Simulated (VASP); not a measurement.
Cu3N, 4 atoms in the cell. Symmetry: Pm-3m, No. 221, cubic system. Conventional cell: a = 3.789 Å, b = 3.789 Å, c = 3.789 Å, α = 90.00°, β = 90.00°, γ = 90.00°. Within 2.5 Å of Cu (site symmetry 4/mmm) lie 2 N at 1.89 Å. Within 2.5 Å of N (site symmetry m-3m) lie 6 Cu at 1.89 Å. 

```yaml
Program: VASP 6.6.1
Task: single point
Functional: LDA
Potentials_or_basis: VASP PAW LDA potentials, release 64 (Cu, N)
Cutoff: 600 eV
k_mesh: 6 × 6 × 6
Occupations: fermi-dirac, width 0.02 eV
Spin: no spin polarisation
Dipole_correction: no
Further_INCAR_settings: ALGO = Normal; EDIFF = 1e-06; NBANDS = 27
```

Potentials or basis: VASP PAW LDA potentials, release 64 (Cu, N).

The run is started by

```sh
$ cat potpaw_LDA.64/Cu/POTCAR potpaw_LDA.64/N/POTCAR > POTCAR
$ mpirun -np 1 vasp_std > vasp.out
```

Hardware: 1 thread of Intel(R) Xeon(R) Platinum 8488C (Sapphire Rapids), on a shared host.

Task: How long does it take, and how much memory?

Result: Run time: 20 s on 1 thread of Intel(R) Xeon(R) Platinum 8488C (Sapphire Rapids) (shared host), peak memory 0.16 GiB. Counts: scf iterations 14, k points 20.
